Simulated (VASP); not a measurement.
# MnO2 (fluorite type) (Fm-3m) in VASP: notebook

MnO2 (fluorite type) is run at these levels: PBE; tasks: single point.

Program: VASP 6.6.1. These are calculated values, not measurements. Logs are shortened: lines on timing, memory, paths and dates and some standing lists are left out, and cuts for length are marked.

### 1 The cell of the first run

The structure is cubic, space group Fm-3m (No. 225). The conventional cell has a = 4.589 Å, b = 4.589 Å, c = 4.589 Å, α = 90.00°, β = 90.00°, γ = 90.00°. Mn (site symmetry m-3m) has 8 O at 1.99 Å within 2.6 Å. Within 2.6 Å of O (site symmetry -43m) lie 4 Mn at 1.99 Å and 6 O at 2.29 Å.

### 2 Single point, PBE

INCAR

```
SYSTEM = MnO2
PREC = Accurate
ENCUT = 520
EDIFF = 1E-6
ISMEAR = -1
SIGMA = 0.06122561905347299
LREAL = .FALSE.
LASPH = .TRUE.
NELM = 80
ALGO = Normal
ISIF = 2
LWAVE = .FALSE.
LCHARG = .FALSE.
GGA = PE
NBANDS = 20
```

KPOINTS

```
regular mesh
0
G
  14 14 14
  0 0 0
```

POSCAR

```
MnO2
1.0
    0.0000000000      2.2943932587      2.2943932587
    2.2943932587      0.0000000000      2.2943932587
    2.2943932587      2.2943932587      0.0000000000
Mn O
1 2
Direct
    0.0000000000      0.0000000000      0.0000000000
    0.2500000000      0.2500000000      0.2500000000
    0.7500000000      0.7500000000      0.7500000000
```

Potentials or basis: VASP PAW PBE potentials, release 64 (Mn_pv, O).

Command:

```sh
$ cat potpaw_PBE.64/Mn_pv/POTCAR potpaw_PBE.64/O/POTCAR > POTCAR
$ mpirun -np 1 vasp_std > vasp.out
```

OUTCAR:

```text
SYSTEM = MnO2
   PREC = Accurate
   ENCUT = 520
   EDIFF = 1E-6
   ISMEAR = -1
   LREAL = .FALSE.
   LASPH = .TRUE.
   NELM = 80
   ISIF = 2
   GGA = PE

 ion  position               nearest neighbor table
   1  0.000  0.000  0.000-   2 1.99   3 1.99   3 1.99   3 1.99   3 1.99   2 1.99   2 1.99   2 1.99

   2  0.250  0.250  0.250-   1 1.99   1 1.99   1 1.99   1 1.99
   3  0.750  0.750  0.750-   1 1.99   1 1.99   1 1.99   1 1.99

  LATTYP: Found a face centered cubic cell.
 ALAT       =     4.5887865174

  Lattice vectors:

 A1 = (   0.0000000000,   2.2943932587,   2.2943932587)
 A2 = (   2.2943932587,   0.0000000000,   2.2943932587)
 A3 = (   2.2943932587,   2.2943932587,   0.0000000000)

Analysis of symmetry for initial positions (statically):
=====================================================================
 Subroutine PRICEL returns:
 Original cell was already a primitive cell.

 Routine SETGRP: Setting up the symmetry group for a
 face centered cubic supercell.

 Subroutine GETGRP returns: Found 48 space group operations
 (whereof 48 operations were pure point group operations)
 out of a pool of 48 trial point group operations.

The static configuration has the point symmetry O_h .

Analysis of symmetry for dynamics (positions and initial velocities):
=====================================================================
 Subroutine PRICEL returns:
 Original cell was already a primitive cell.

 Routine SETGRP: Setting up the symmetry group for a
 face centered cubic supercell.

 Subroutine GETGRP returns: Found 48 space group operations
 (whereof 48 operations were pure point group operations)
 out of a pool of 48 trial point group operations.

The dynamic configuration has the point symmetry O_h .

 Subroutine INISYM returns: Found 48 space group operations
 (whereof 48 operations are pure point group operations),
 and found     1 'primitive' translations

----------------------------------------------------------------------------------------

                                     Primitive cell

  volume of cell :      24.1565

  direct lattice vectors                    reciprocal lattice vectors
     0.000000000  2.294393259  2.294393259    -0.217922537  0.217922537  0.217922537
     2.294393259  0.000000000  2.294393259     0.217922537 -0.217922537  0.217922537
     2.294393259  2.294393259  0.000000000     0.217922537  0.217922537 -0.217922537

  length of vectors
     3.244762064  3.244762064  3.244762064     0.377452906  0.377452906  0.377452906

  position of ions in fractional coordinates (direct lattice)
     0.000000000  0.000000000  0.000000000
     0.250000000  0.250000000  0.250000000
     0.750000000  0.750000000  0.750000000

  ion indices of the primitive-cell ions
   primitive index   ion index
                 1           1
                 2           2
                 3           3

----------------------------------------------------------------------------------------

 KPOINTS: regular mesh

Automatic generation of k-mesh.
 Grid dimensions read from file:
 generate k-points for:   14   14   14

 Generating k-lattice:

  Cartesian coordinates                     Fractional coordinates (reciprocal lattice)
    -0.015565896  0.015565896  0.015565896     0.071428571  0.000000000  0.000000000
     0.015565896 -0.015565896  0.015565896     0.000000000  0.071428571  0.000000000
     0.015565896  0.015565896 -0.015565896     0.000000000  0.000000000  0.071428571

  Length of vectors
     0.026960922  0.026960922  0.026960922

  Shift w.r.t. Gamma in fractional coordinates (k-lattice)
     0.000000000  0.000000000  0.000000000

 Subroutine IBZKPT returns following result:
 ===========================================

 Found    104 irreducible k-points:

 Following reciprocal coordinates:
            Coordinates               Weight
  0.000000  0.000000  0.000000      1.000000
  0.071429  0.000000  0.000000      8.000000
  0.142857  0.000000  0.000000      8.000000
  0.214286  0.000000  0.000000      8.000000
  0.285714  0.000000  0.000000      8.000000
  0.357143  0.000000  0.000000      8.000000
[... 16 lines left out ...]
  0.214286  0.142857  0.000000     24.000000
  0.285714  0.142857  0.000000     24.000000
 [... further k-points ...]
   k-points           NKPTS =    104   k-points in BZ     NKDIM =    104   number of bands    NBANDS=     20
   number of dos      NEDOS =    301   number of ions     NIONS =      3
   total plane-waves  NPLWV =  13824
   dimension x,y,z NGX =    24 NGY =   24 NGZ =   24
   dimension x,y,z NGXF=    48 NGYF=   48 NGZF=   48
   ions per type =               1   2
   NGX,Y,Z   is equivalent  to a cutoff of  12.30, 12.30, 12.30 a.u.
   NGXF,Y,Z  is equivalent  to a cutoff of  24.59, 24.59, 24.59 a.u.
 SYSTEM =  MnO2
   PREC   = accura    normal or accurate (medium, high low for compatibility)
   ISTART =      0    job   : 0-new  1-cont  2-samecut
   ICHARG =      2    charge: 1-file 2-atom 10-const
   ISPIN  =      1    spin polarized calculation?
   LNONCOLLINEAR =      F non collinear calculations
   LSORBIT =      F    spin-orbit coupling
   LASPH  =      T    aspherical Exc in radial PAW
   ENCUT  =  520.0 eV  38.22 Ry    6.18 a.u.   6.03  6.03  6.03*2*pi/ulx,y,z
   NELM   =     80;   NELMIN=  2; NELMDL= -5     # of ELM steps
   EDIFF  = 0.1E-05   stopping-criterion for ELM
   LREAL  =      F    real-space projection
   EDIFFG = 0.1E-04   stopping-criterion for IOM
   NSW    =      0    number of steps for IOM
   IBRION =     -1    ionic relax: 0-MD 1-quasi-New 2-CG
   NFREE  =      0    steps in history (QN), initial steepest desc. (CG)
   ISIF   =      2    stress and relaxation
   ISYM   =      2    0-nonsym 1-usesym 2-fastsym
   POTIM  = 0.5000    time-step for ionic-motion
   TEBEG  =    0.0;   TEEND  =   0.0 temperature during run
   PSTRESS=    0.0 pullay stress
   NELECT =      25.0000    total number of electrons
   NUPDOWN=      -1.0000    fix difference up-down
   EMIN   =  10.00;   EMAX   =-10.00  energy-range for DOS
   EFERMI =   0.00;   METHOD = LEGACY
   ISMEAR =    -1;   SIGMA  =   0.06  broadening in eV -4-tet -1-fermi 0-gaus
   EFERMI_NEDOS =   21; number of points for ismear=-14 and -15
   IALGO  =     38    algorithm
   IMIX   =      4    mixing-type and parameters
     AMIX     =   0.40;   BMIX     =  1.00
     AMIX_MAG =   1.60;   BMIX_MAG =  1.00
  volume/ion in A,a.u.               =       8.05        54.34
  Fermi-wavevector in a.u.,A,eV,Ry     =   1.655936  3.129266 37.308879  2.742125
  Thomas-Fermi vector in A             =   2.743947
   LORBIT       =      0    0 simple, 1 ext, 2 COOP (PROOUT), +10 PAW based schemes
   GGA     = PE    functional components
   LHFCALC =     F    Hartree Fock is set to
   AEXX    =    0.0000 exact exchange contribution
   IVDW    =     0    specifies the selected vdW correction
   LEPSILON=     F    determine dielectric tensor
   LRPA    =     F    only Hartree local field effects (RPA)
 non-spin polarized calculation
  energy-cutoff  :      520.00
  volume of cell :       24.16
 maximum number of plane-waves:       663
   NGX = 13   NGY = 13   NGZ = 13

 number of electron      25.0000021 magnetization

 Free energy of the ion-electron system (eV)
  ---------------------------------------------------
  ext. energy  EPLUGINS =         0.00000000
  ---------------------------------------------------
  free energy    TOTEN  =       -22.11678536 eV

  energy without entropy =      -22.05863076  energy(sigma->0) =      -22.08770806

 E-fermi :   7.4040     XC(G=0): -13.0109

 val. band max:        7.4028593258   @ k =  -0.4286   0.2857   0.1429
 cond. band min:       7.4051666436   @ k =   0.2857   0.2857   0.0000
 fundamental gap:      0.0023073178
 Fermi energy:         7.4040081120

 k-point     1 :       0.0000    0.0000    0.0000
  band No.  band energies     occupation
      1     -41.1687      2.00000
      2     -41.1687      2.00000
      3     -41.1687      2.00000
      4     -13.8684      2.00000
      5      -8.8165      2.00000
      6       0.4310      2.00000
[... 12 lines left out ...]
     19      21.1442      0.00000
     20      21.1442      0.00000

 k-point     2 :       0.0714    0.0000    0.0000
  band No.  band energies     occupation
      1     -41.1720      2.00000
      2     -41.1692      2.00000
      3     -41.1692      2.00000
      4     -13.8032      2.00000
      5      -8.9123      2.00000
      6       0.4780      2.00000
[... 12 lines left out ...]
     19      21.3213      0.00000
     20      21.3213      0.00000

 k-point     3 :       0.1429    0.0000    0.0000
  band No.  band energies     occupation
      1     -41.1811      2.00000
      2     -41.1705      2.00000
      3     -41.1705      2.00000
      4     -13.6137      2.00000
      5      -9.1766      2.00000
      6       0.6136      2.00000
[... 12 lines left out ...]
     19      21.8373      0.00000
     20      21.8373      0.00000

 k-point     4 :       0.2143    0.0000    0.0000
  band No.  band energies     occupation
      1     -41.1941      2.00000
      2     -41.1724      2.00000
      3     -41.1724      2.00000
      4     -13.3141      2.00000
      5      -9.5551      2.00000
      6       0.8207      2.00000
[... 12 lines left out ...]
     19      22.6498      0.00000
     20      22.6498      0.00000

 k-point     5 :       0.2857    0.0000    0.0000
  band No.  band energies     occupation
      1     -41.2086      2.00000
      2     -41.1745      2.00000
      3     -41.1745      2.00000
      4     -12.9274      2.00000
      5      -9.9951      2.00000
      6       1.0687      2.00000
[... 12 lines left out ...]
     19      23.6939      0.00000
     20      23.6939      0.00000

 k-point     6 :       0.3571    0.0000    0.0000
  band No.  band energies     occupation
      1     -41.2216      2.00000
      2     -41.1764      2.00000
      3     -41.1764      2.00000
      4     -12.4845      2.00000
      5     -10.4596      2.00000
      6       1.3117      2.00000
[... 12 lines left out ...]
     19      24.8762      0.00000
     20      24.8762      0.00000

 k-point     7 :       0.4286    0.0000    0.0000
  band No.  band energies     occupation
      1     -41.2305      2.00000
      2     -41.1776      2.00000
      3     -41.1776      2.00000
      4     -12.0254      2.00000
      5     -10.9194      2.00000
      6       1.4927      2.00000
[... 12 lines left out ...]
     19      26.0323      0.00000
     20      26.0323      0.00000
[... 277 lines left out ...]
 k-point    20 :      -0.1429    0.0714    0.0000
  band No.  band energies     occupation
      1     -41.1864      2.00000
      2     -41.1734      2.00000
      3     -41.1707      2.00000
      4     -13.4711      2.00000
      5      -9.3568      2.00000
      6       0.5597      2.00000
[... 12 lines left out ...]
     19      22.0926      0.00000
     20      22.4253      0.00000

 k-point    21 :      -0.0714    0.0714    0.0000
  band No.  band energies     occupation
      1     -41.1766      2.00000
      2     -41.1710      2.00000
      3     -41.1695      2.00000
      4     -13.6969      2.00000
      5      -9.0620      2.00000
      6       0.4775      2.00000
[... 12 lines left out ...]
     19      21.5341      0.00000
     20      21.7521      0.00000

 k-point    22 :       0.1429    0.1429    0.0000
  band No.  band energies     occupation
      1     -41.1814      2.00000
      2     -41.1730      2.00000
      3     -41.1730      2.00000
      4     -13.5312      2.00000
      5      -9.2678      2.00000
      6       0.5426      2.00000
[... 12 lines left out ...]
     19      22.3314      0.00000
     20      22.3314      0.00000

 k-point    23 :       0.2143    0.1429    0.0000
  band No.  band energies     occupation
      1     -41.1899      2.00000
      2     -41.1752      2.00000
      3     -41.1749      2.00000
      4     -13.3132      2.00000
      5      -9.5207      2.00000
      6       0.6408      2.00000
[... 12 lines left out ...]
     19      22.9191      0.00000
     20      23.0011      0.00000

 k-point    24 :       0.2857    0.1429    0.0000
  band No.  band energies     occupation
      1     -41.2016      2.00000
      2     -41.1774      2.00000
      3     -41.1772      2.00000
      4     -12.9983      2.00000
      5      -9.8603      2.00000
      6       0.8092      2.00000
[... 12 lines left out ...]
     19      23.5873      0.00000
     20      23.8779      0.00000

 [... further k-points ...]
[... 5 lines left out ...]
  --------------------------------------------------------------------------------------
  -------------------------------------------------------------------------------------
  Total        1.0430246      1.0430246      1.0430246     -0.0000000      0.0000000      0.0000000
  in kB       69.1785650     69.1785650     69.1785650     -0.0000000      0.0000000      0.0000000
  external PRESSURE =      69.1785650 kB  Pullay stress =       0.0000000 kB

 VOLUME and BASIS-vectors are now :
 -----------------------------------------------------------------------------
  energy-cutoff  :      520.00
  volume of cell :       24.16
      direct lattice vectors                 reciprocal lattice vectors
     0.000000000  2.294393259  2.294393259    -0.217922537  0.217922537  0.217922537
     2.294393259  0.000000000  2.294393259     0.217922537 -0.217922537  0.217922537
     2.294393259  2.294393259  0.000000000     0.217922537  0.217922537 -0.217922537

 POSITION                                       TOTAL-FORCE (eV/Angst)
 -----------------------------------------------------------------------------------
      0.00000      0.00000      0.00000        -0.000000     -0.000000     -0.000000
      1.14720      1.14720      1.14720         0.000000      0.000000      0.000000
      3.44159      3.44159      3.44159        -0.000000     -0.000000     -0.000000
 -----------------------------------------------------------------------------------
    total drift:                               -0.000000      0.000000      0.000000

  FREE ENERGIE OF THE ION-ELECTRON SYSTEM (eV)
  ---------------------------------------------------
  free  energy   TOTEN  =       -22.1167853631 eV

  energy  without entropy=      -22.0586307631  energy(sigma->0) =      -22.08770806
```

It took 26 s on 1 thread of Intel Xeon Platinum 8559C (Emerald Rapids), shared host; peak memory 0.17 GiB.

Results:

```yaml
Free_energy: -22.1168 eV
Pressure: 6.9 GPa
```

Caveat: an odd number of electrons without spin polarisation forces a metal; a magnetic or distorted state may lie lower; the run has no spin polarisation, though such a crystal can be magnetic; semilocal functionals often make such compounds metallic where correlation or magnetic order opens a gap, which also shifts bond lengths. Spin polarisation is off, so any magnetic state and its effect on volume and gap are missing.

(Continued in part 2 of 3.)
